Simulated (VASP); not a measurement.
# WSe (P6_3/mmc) in VASP: a series of runs

Runs on WSe. Level: PBEsol. Tasks: single point, relaxation of cell and atoms.

Program: VASP 6.6.1. These are calculated values, not measurements. Logs are shortened: lines on timing, memory, paths and dates and some standing lists are left out, and cuts for length are marked.

## (1) The cell of the first run

Symmetry: P6_3/mmc, No. 194, hexagonal system. Conventional cell: a = 3.104 Å, b = 3.104 Å, c = 7.637 Å, α = 90.00°, β = 90.00°, γ = 120.00°. Within 3.5 Å of W (site symmetry -3m) lie 6 Se at 2.62 Å and 6 W at 3.10 Å. Within 3.5 Å of Se (site symmetry -6m2) lie 6 W at 2.62 Å and 6 Se at 3.10 Å.

## (2) Single point, PBEsol

Contents of INCAR:

```
SYSTEM = WSe
  PREC = Accurate
  ENCUT = 520
  EDIFF = 1E-6
  ISMEAR = 0
  SIGMA = 0.1
  LREAL = .False.
  LASPH = .True.
  NELM = 100
  ALGO = Normal
  ISIF = 2
  LWAVE = .False.
  LCHARG = .True.
  GGA = PS
  LELF = .True.
  LVHAR = .True.
  NBANDS = 28
```

Contents of KPOINTS:

```
Automatic mesh
0
Gamma
  18 18 6
  0 0 0
```

Contents of POSCAR:

```
WSe
1.0
    3.1036815599      0.0000000000      0.0000000000
   -1.5518407799      2.6878670762      0.0000000000
    0.0000000000      0.0000000000      7.6369321800
W Se
2 2
Direct
    0.0000000000      0.0000000000      0.0000000000
    0.0000000000      0.0000000000      0.5000000000
    0.3333333333      0.6666666667      0.2500000000
    0.6666666667      0.3333333333      0.7500000000
```

Potentials or basis: VASP PAW PBE potentials, release 64 (W_sv, Se).

Started as:

```sh
> cat potpaw_PBE.64/W_sv/POTCAR potpaw_PBE.64/Se/POTCAR > POTCAR
> mpirun -np 1 vasp_std > vasp.out
```

OUTCAR:

```text
SYSTEM = WSe
   PREC = Accurate
   ENCUT = 520
   EDIFF = 1E-6
   ISMEAR = 0
   LREAL = .False.
   LASPH = .True.
   NELM = 100
   ISIF = 2
   GGA = PS

 ion  position               nearest neighbor table
   1  0.000  0.000  0.000-   3 2.62   4 2.62   4 2.62   3 2.62   4 2.62   3 2.62
   2  0.000  0.000  0.500-   3 2.62   4 2.62   4 2.62   3 2.62   4 2.62   3 2.62
   3  0.333  0.667  0.250-   1 2.62   2 2.62   1 2.62   2 2.62   1 2.62   2 2.62
   4  0.667  0.333  0.750-   1 2.62   2 2.62   1 2.62   2 2.62   1 2.62   2 2.62

  LATTYP: Found a hexagonal cell.
 ALAT       =     3.1036815599
 C/A-ratio  =     2.4606042961

  Lattice vectors:

 A1 = (   3.1036815599,   0.0000000000,   0.0000000000)
 A2 = (  -1.5518407799,   2.6878670762,   0.0000000000)
 A3 = (   0.0000000000,   0.0000000000,   7.6369321800)

Analysis of symmetry for initial positions (statically):
=====================================================================
 Subroutine PRICEL returns:
 Original cell was already a primitive cell.

 Routine SETGRP: Setting up the symmetry group for a
 hexagonal supercell.

 Subroutine GETGRP returns: Found 24 space group operations
 (whereof 12 operations were pure point group operations)
 out of a pool of 24 trial point group operations.

The static configuration has the point symmetry D_3d.
 The point group associated with its full space group is D_6h.

Analysis of symmetry for dynamics (positions and initial velocities):
=====================================================================
 Subroutine PRICEL returns:
 Original cell was already a primitive cell.

 Routine SETGRP: Setting up the symmetry group for a
 hexagonal supercell.

 Subroutine GETGRP returns: Found 24 space group operations
 (whereof 12 operations were pure point group operations)
 out of a pool of 24 trial point group operations.

The dynamic configuration has the point symmetry D_3d.
 The point group associated with its full space group is D_6h.

 Subroutine INISYM returns: Found 24 space group operations
 (whereof 12 operations are pure point group operations),
 and found     1 'primitive' translations

----------------------------------------------------------------------------------------

                                     Primitive cell

  volume of cell :      63.7095

  direct lattice vectors                    reciprocal lattice vectors
     3.103681560  0.000000000  0.000000000     0.322198003  0.186021104  0.000000000
    -1.551840780  2.687867076  0.000000000     0.000000000  0.372042207  0.000000000
     0.000000000  0.000000000  7.636932180     0.000000000  0.000000000  0.130942632

  length of vectors
     3.103681560  3.103681560  7.636932180     0.372042207  0.372042207  0.130942632

  position of ions in fractional coordinates (direct lattice)
     0.000000000  0.000000000  0.000000000
     0.000000000  0.000000000  0.500000000
     0.333333333  0.666666667  0.250000000
     0.666666667  0.333333333  0.750000000

  ion indices of the primitive-cell ions
   primitive index   ion index
                 1           1
                 2           2
                 3           3
                 4           4

----------------------------------------------------------------------------------------

 KPOINTS: Automatic mesh

Automatic generation of k-mesh.
 Grid dimensions read from file:
 generate k-points for:   18   18    6

 Generating k-lattice:

  Cartesian coordinates                     Fractional coordinates (reciprocal lattice)
     0.017899889  0.010334506  0.000000000     0.055555556  0.000000000  0.000000000
     0.000000000  0.020669012  0.000000000     0.000000000  0.055555556  0.000000000
     0.000000000  0.000000000  0.021823772     0.000000000  0.000000000  0.166666667

  Length of vectors
     0.020669012  0.020669012  0.021823772

  Shift w.r.t. Gamma in fractional coordinates (k-lattice)
     0.000000000  0.000000000  0.000000000

 Subroutine IBZKPT returns following result:
 ===========================================

 Found    148 irreducible k-points:

 Following reciprocal coordinates:
            Coordinates               Weight
  0.000000  0.000000  0.000000      1.000000
  0.055556  0.000000  0.000000      6.000000
  0.111111  0.000000  0.000000      6.000000
  0.166667 -0.000000  0.000000      6.000000
  0.222222  0.000000  0.000000      6.000000
  0.277778 -0.000000  0.000000      6.000000
[... 16 lines left out ...]
  0.333333  0.111111  0.000000     12.000000
  0.388889  0.111111  0.000000     12.000000
 [... further k-points ...]
   k-points           NKPTS =    148   k-points in BZ     NKDIM =    148   number of bands    NBANDS=     28
   number of dos      NEDOS =    301   number of ions     NIONS =      4
   total plane-waves  NPLWV =  34560
   dimension x,y,z NGX =    24 NGY =   24 NGZ =   60
   dimension x,y,z NGXF=    48 NGYF=   48 NGZF=  120
   ions per type =               2   2
   NGX,Y,Z   is equivalent  to a cutoff of  12.86, 12.86, 13.06 a.u.
   NGXF,Y,Z  is equivalent  to a cutoff of  25.71, 25.71, 26.12 a.u.
 SYSTEM =  WSe
   PREC   = accura    normal or accurate (medium, high low for compatibility)
   ISTART =      0    job   : 0-new  1-cont  2-samecut
   ICHARG =      2    charge: 1-file 2-atom 10-const
   ISPIN  =      1    spin polarized calculation?
   LNONCOLLINEAR =      F non collinear calculations
   LSORBIT =      F    spin-orbit coupling
   LASPH  =      T    aspherical Exc in radial PAW
   ENCUT  =  520.0 eV  38.22 Ry    6.18 a.u.   5.77  5.77 14.20*2*pi/ulx,y,z
   NELM   =    100;   NELMIN=  2; NELMDL= -5     # of ELM steps
   EDIFF  = 0.1E-05   stopping-criterion for ELM
   LREAL  =      F    real-space projection
   EDIFFG = 0.1E-04   stopping-criterion for IOM
   NSW    =      0    number of steps for IOM
   IBRION =     -1    ionic relax: 0-MD 1-quasi-New 2-CG
   NFREE  =      0    steps in history (QN), initial steepest desc. (CG)
   ISIF   =      2    stress and relaxation
   ISYM   =      2    0-nonsym 1-usesym 2-fastsym
   POTIM  = 0.5000    time-step for ionic-motion
   TEBEG  =    0.0;   TEEND  =   0.0 temperature during run
   PSTRESS=    0.0 pullay stress
   NELECT =      40.0000    total number of electrons
   NUPDOWN=      -1.0000    fix difference up-down
   EMIN   =  10.00;   EMAX   =-10.00  energy-range for DOS
   EFERMI =   0.00;   METHOD = LEGACY
   ISMEAR =     0;   SIGMA  =   0.10  broadening in eV -4-tet -1-fermi 0-gaus
   EFERMI_NEDOS =   21; number of points for ismear=-14 and -15
   IALGO  =     38    algorithm
   IMIX   =      4    mixing-type and parameters
     AMIX     =   0.40;   BMIX     =  1.00
     AMIX_MAG =   1.60;   BMIX_MAG =  1.00
  volume/ion in A,a.u.               =      15.93       107.48
  Fermi-wavevector in a.u.,A,eV,Ry     =   1.401824  2.649064 26.736957  1.965111
  Thomas-Fermi vector in A             =   2.524647
   LORBIT       =      0    0 simple, 1 ext, 2 COOP (PROOUT), +10 PAW based schemes
   GGA     = PS    functional components
   LHFCALC =     F    Hartree Fock is set to
   AEXX    =    0.0000 exact exchange contribution
   IVDW    =     0    specifies the selected vdW correction
   LEPSILON=     F    determine dielectric tensor
   LRPA    =     F    only Hartree local field effects (RPA)
 non-spin polarized calculation
 Gauss-broadening in eV      SIGMA  =   0.10
  energy-cutoff  :      520.00
  volume of cell :       63.71
 maximum number of plane-waves:      1736
 NGX is ok and might be reduce to    24
   NGX = 11   NGY = 11   NGZ = 29

 number of electron      40.0000003 magnetization

 Free energy of the ion-electron system (eV)
  ---------------------------------------------------
  ext. energy  EPLUGINS =         0.00000000
  ---------------------------------------------------
  free energy    TOTEN  =       -33.63996716 eV

  energy without entropy =      -33.62392729  energy(sigma->0) =      -33.63194723

 E-fermi :  10.5110     XC(G=0): -12.7406

 val. band max:       10.5048785288   @ k =   0.3889   0.0000   0.1667
 cond. band min:      10.5239423945   @ k =   0.1111   0.0556   0.0000
 fundamental gap:      0.0190638658
 Fermi energy:        10.5109913511

 k-point     1 :       0.0000    0.0000    0.0000
  band No.  band energies     occupation
      1     -63.9433      2.00000
      2     -63.9427      2.00000
      3     -28.3395      2.00000
      4     -28.2863      2.00000
      5     -27.9635      2.00000
      6     -27.9635      2.00000
[... 20 lines left out ...]
     27      14.4571      0.00000
     28      16.1061      0.00000

 k-point     2 :       0.0556    0.0000    0.0000
  band No.  band energies     occupation
      1     -63.9426      2.00000
      2     -63.9420      2.00000
      3     -28.3370      2.00000
      4     -28.2843      2.00000
      5     -27.9762      2.00000
      6     -27.9732      2.00000
[... 20 lines left out ...]
     27      14.4219      0.00000
     28      16.4557      0.00000

 k-point     3 :       0.1111    0.0000    0.0000
  band No.  band energies     occupation
      1     -63.9406      2.00000
      2     -63.9400      2.00000
      3     -28.3301      2.00000
      4     -28.2785      2.00000
      5     -28.0127      2.00000
      6     -28.0091      2.00000
[... 20 lines left out ...]
     27      14.3808      0.00000
     28      17.1112      0.00000

 k-point     4 :       0.1667   -0.0000    0.0000
  band No.  band energies     occupation
      1     -63.9374      2.00000
      2     -63.9369      2.00000
      3     -28.3194      2.00000
      4     -28.2697      2.00000
      5     -28.0682      2.00000
      6     -28.0637      2.00000
[... 20 lines left out ...]
     27      14.6213      0.00000
     28      17.5568      0.00000

 k-point     5 :       0.2222    0.0000    0.0000
  band No.  band energies     occupation
      1     -63.9336      2.00000
      2     -63.9330      2.00000
      3     -28.3063      2.00000
      4     -28.2587      2.00000
      5     -28.1355      2.00000
      6     -28.1300      2.00000
[... 20 lines left out ...]
     27      14.6901      0.00000
     28      16.8566      0.00000

 k-point     6 :       0.2778   -0.0000    0.0000
  band No.  band energies     occupation
      1     -63.9296      2.00000
      2     -63.9290      2.00000
      3     -28.2924      2.00000
      4     -28.2472      2.00000
      5     -28.2063      2.00000
      6     -28.1998      2.00000
[... 463 lines left out ...]
      5     -28.2137      2.00000
      6     -28.2071      2.00000
[... 20 lines left out ...]
     27      15.1597      0.00000
     28      16.1838      0.00000

 k-point    22 :       0.2778    0.1111    0.0000
  band No.  band energies     occupation
      1     -63.9248      2.00000
      2     -63.9242      2.00000
      3     -28.2768      2.00000
      4     -28.2693      2.00000
      5     -28.2633      2.00000
      6     -28.2331      2.00000
[... 20 lines left out ...]
     27      15.1400      0.00000
     28      16.1033      0.00000

 k-point    23 :       0.3333    0.1111    0.0000
  band No.  band energies     occupation
      1     -63.9219      2.00000
      2     -63.9213      2.00000
      3     -28.3166      2.00000
      4     -28.3085      2.00000
      5     -28.2653      2.00000
      6     -28.2247      2.00000
[... 20 lines left out ...]
     27      15.1453      0.00000
     28      16.0486      0.00000

 k-point    24 :       0.3889    0.1111    0.0000
  band No.  band energies     occupation
      1     -63.9200      2.00000
      2     -63.9194      2.00000
      3     -28.3463      2.00000
      4     -28.3378      2.00000
      5     -28.2587      2.00000
      6     -28.2193      2.00000
[... 20 lines left out ...]
     27      15.4417      0.00000
     28      15.5827      0.00000

 [... further k-points ...]
[... 5 lines left out ...]
  --------------------------------------------------------------------------------------
  -------------------------------------------------------------------------------------
  Total        0.1953689      0.1953689      0.3159860      0.0000000     -0.0000000      0.0000000
  in kB        4.9131739      4.9131739      7.9464758      0.0000000     -0.0000000      0.0000000
  external PRESSURE =       5.9242745 kB  Pullay stress =       0.0000000 kB

 VOLUME and BASIS-vectors are now :
 -----------------------------------------------------------------------------
  energy-cutoff  :      520.00
  volume of cell :       63.71
      direct lattice vectors                 reciprocal lattice vectors
     3.103681560  0.000000000  0.000000000     0.322198003  0.186021104  0.000000000
    -1.551840780  2.687867076  0.000000000     0.000000000  0.372042207  0.000000000
     0.000000000  0.000000000  7.636932180     0.000000000  0.000000000  0.130942632

 POSITION                                       TOTAL-FORCE (eV/Angst)
 -----------------------------------------------------------------------------------
      0.00000      0.00000      0.00000         0.000000      0.000000     -0.000000
      0.00000      0.00000      3.81847        -0.000000      0.000000     -0.000000
     -0.00000      1.79191      1.90923         0.000000     -0.000000      0.000000
      1.55184      0.89596      5.72770        -0.000000      0.000000     -0.000000
 -----------------------------------------------------------------------------------
    total drift:                               -0.000000      0.000000      0.000000

  FREE ENERGIE OF THE ION-ELECTRON SYSTEM (eV)
  ---------------------------------------------------
  free  energy   TOTEN  =       -33.6399671581 eV

  energy  without entropy=      -33.6239272940  energy(sigma->0) =      -33.63194723
```

Wall time 3.7 min (1 thread of Intel Xeon 8259CL, shared host); peak memory 0.34 GiB.

What came out:

```
Free energy            : -33.6400 eV
Pressure               : 0.6 GPa
Band gap on the k mesh : zero (bands 20 and 21 overlap by 1.42 eV)
```

Stress tensor (GPa, compression positive):
```
0.49 0.00 0.00
0.00 0.49 0.00
0.00 0.00 0.79
```

Caveat: the PAW data sets were made with another functional, which shifts forces and pressure a little; spin-orbit coupling is left out, which moves the levels of the heavy elements.

## (3) Relaxation of cell and atoms, PBEsol

This run uses another cell than the first one, of 15.97 Å³/atom.

Contents of INCAR:

```
SYSTEM = WSe
ALGO     = Normal         ! electronic algorithm
EDIFF    = 1E-6           ! SCF threshold, eV
EDIFFG   = -0.01          ! ionic threshold
ENCUT    = 600            ! plane-wave cutoff, eV
GGA      = PS             ! functional
IBRION   = 2              ! ionic algorithm
ISIF     = 3              ! what is computed and relaxed
ISMEAR   = 0              ! smearing method
LASPH    = .TRUE.         ! aspherical terms in the spheres
LCHARG   = .FALSE.        ! write CHGCAR
LREAL    = .FALSE.        ! projectors in reciprocal space
LWAVE    = .FALSE.        ! write WAVECAR
NELM     = 60             ! most SCF steps
NSW      = 100            ! ionic steps
PREC     = Accurate       ! precision mode
SIGMA    = 0.1            ! smearing width, eV
```

Contents of KPOINTS:

```
k-points
0
G
  18 18 6
  0 0 0
```

Contents of POSCAR:

```
WSe
1.0
    3.1184501619      0.0000000000      0.0000000000
   -1.5592250809      2.7006570607      0.0000000000
    0.0000000000      0.0000000000      7.5828514821
W Se
2 2
Direct
    0.0000000000      0.0000000000      0.0000000000
    0.0000000000      0.0000000000      0.5000000000
    0.3333333333      0.6666666667      0.2500000000
    0.6666666667      0.3333333333      0.7500000000
```

Potentials or basis: VASP PAW PBE potentials, release 64 (W_sv, Se).

Started as:

```sh
> cat potpaw_PBE.64/W_sv/POTCAR potpaw_PBE.64/Se/POTCAR > POTCAR
> mpirun -np 1 vasp_std > vasp.out
```

It took 19 min on 1 thread of Intel Xeon 8259CL, shared host; peak memory 0.41 GiB.

It converged, with:

- Free energy: -33.6409 eV
- Relaxed volume: 15.98 Å³/atom
- Relaxed cell: a = 3.105 Å, b = 3.105 Å, c = 7.652 Å, α = 90.00°, β = 90.00°, γ = 120.00°
- Space group after relaxing (to 0.1 Å): P6_3/mmc (No. 194)
- Energy gained by relaxing: 0.8 meV/atom
- Ionic steps: 5
- Pressure after relaxing: 0.0 GPa
- Band gap on the k mesh: zero (bands 20 and 21 overlap by 1.43 eV)

The path:
| step | energy change (eV) | largest force (eV/Å) | pressure (GPa) | volume (Å³) |
| --- | --- | --- | --- | --- |
| 1 | 0.0000 | 0.0000 | 0.46 | 63.86 |
| 2 | -0.0017 | 0.0000 | -1.12 | 64.29 |
| 3 | -0.0020 | 0.0000 | -0.70 | 64.17 |
| 4 | -0.0032 | 0.0000 | 0.10 | 63.85 |
| 5 | -0.0033 | 0.0000 | -0.02 | 63.90 |

Final structure:
```cif
data_structure
_symmetry_space_group_name_H-M 'P 1'
_symmetry_Int_Tables_number 1
_cell_length_a 3.1053
_cell_length_b 3.1053
_cell_length_c 7.6521
_cell_angle_alpha 90.000
_cell_angle_beta 90.000
_cell_angle_gamma 120.000
_cell_volume 63.90
loop_
_atom_site_label
_atom_site_type_symbol
_atom_site_fract_x
_atom_site_fract_y
_atom_site_fract_z
_atom_site_occupancy
W1 W 0.00000 0.00000 0.00000 1
W2 W 0.00000 0.00000 0.50000 1
Se1 Se 0.33333 0.66667 0.25000 1
Se2 Se 0.66667 0.33333 0.75000 1
```

Levels at points of the mesh, in eV from the Fermi level:
```
           k point  band 16  band 17  band 18  band 19  band 20  band 21  band 22  band 23  band 24
(0.00, 0.00, 0.00)    -1.77    -1.46    -1.46    -0.53    -0.53    -0.05    -0.05     0.59     0.59
(0.50, 0.00, 0.00)    -4.04    -4.00    -2.15    -0.49    -0.34     1.10     2.64     2.71     3.15
(0.00, 0.00, 0.50)    -2.56    -2.56    -2.56    -0.27    -0.27    -0.27    -0.27     2.34     2.34
(0.50, 0.00, 0.50)    -3.60    -3.60    -3.60     0.34     0.34     2.03     2.03     2.38     2.38
```

Caveat: the PAW data sets were made with another functional, which shifts forces and pressure a little; spin-orbit coupling is left out, which moves the levels of the heavy elements.

(Part 1 of 2 ends here.)
